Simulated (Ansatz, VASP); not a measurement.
# InP: VASP beside Ansatz

The input POSCAR:

```
InP
1.0
    0.0000000000      2.7477570280      2.7477570280
    2.7477570280      0.0000000000      2.7477570280
    2.7477570280      2.7477570280      0.0000000000
In P
1 1
Direct
    0.0000000000      0.0000000000      0.0000000000
    0.5000000000      0.5000000000      0.5000000000
```

Contents of INCAR.step1:

```
SYSTEM = InP
PREC = Accurate
ENCUT = 520
ISMEAR = -1
SIGMA = 0.05
LREAL = .False.
LASPH = .True.
NELM = 80
NBANDS = 16
GGA = PE
ALGO = Normal
EDIFF = 1E-4
LWAVE = .True.
LCHARG = .False.
```

The input INCAR.step2:

```
SYSTEM = InP
PREC = Accurate
ENCUT = 520
EDIFF = 1E-6
ISMEAR = -1
SIGMA = 0.05
LREAL = .False.
LASPH = .True.
NELM = 80
ALGO = Normal
ISIF = 2
LWAVE = .False.
LCHARG = .False.
METAGGA = R2SCAN
LMIXTAU = .True.
NBANDS = 16
ISTART = 1
```

Contents of KPOINTS:

```
Automatic mesh
0
Gamma
  14 14 14
  0 0 0
```

Input for Ansatz:

```yaml
crystal:
  lattice:
    - [0.0, 2.747757028, 2.747757028]
    - [2.747757028, 0.0, 2.747757028]
    - [2.747757028, 2.747757028, 0.0]
  atoms:
    - { symbol: In, position: [0.0, 0.0, 0.0] }
    - { symbol: P, position: [0.5, 0.5, 0.5] }
kpoints:
  mp_grid: { grid: [14, 14, 14] }
  band_path:
    path:
      - [0.0, 0.0, 0.0]
      - [0.5, 0.0, 0.5]
      - [0.625, 0.25, 0.625]
      - [0.375, 0.375, 0.75]
      - [0.0, 0.0, 0.0]
      - [0.5, 0.5, 0.5]
      - [0.5, 0.25, 0.75]
      - [0.5, 0.0, 0.5]
    npoints: 8
scf:
  occupations: { method: fermi_dirac, width: 0.05 }
hamiltonian:
  xc: r2scan
  pseudopotentials: { kind: paw }
output:
  forces: true
  stress: true
  eigenvalues: true
  populations: true
  dos: { projected: true, de: 0.2, e_range: [-14, 8] }
```

Change from the starting cell: volume scaled by 1, PAW files.

Alike in both runs: task single point; functional r2SCAN; k mesh 14 × 14 × 14; occupations fermi-dirac, width 0.05 eV; no spin polarisation.

|  | VASP | Ansatz |
| --- | --- | --- |
| version | VASP 6.6.1 | Ansatz 0.2.0 |
| potentials or method | VASP PAW PBE potentials, release 64 (In_d, P) | PAW with Ansatz's default frozen-core files, scalar-relativistic |
| plane-wave cutoff (eV) | 520 | 500 |
| valence electrons in the cell | 18 | 18 |

|  | VASP | Ansatz | Ansatz less VASP |
| --- | --- | --- | --- |
| pressure (GPa) | 0.0 | 0.0 | -0.02 |

VASP's potentials were made for PBE, not for r2SCAN. The functional is the same, so the differences come from potentials, cutoffs and numerics.
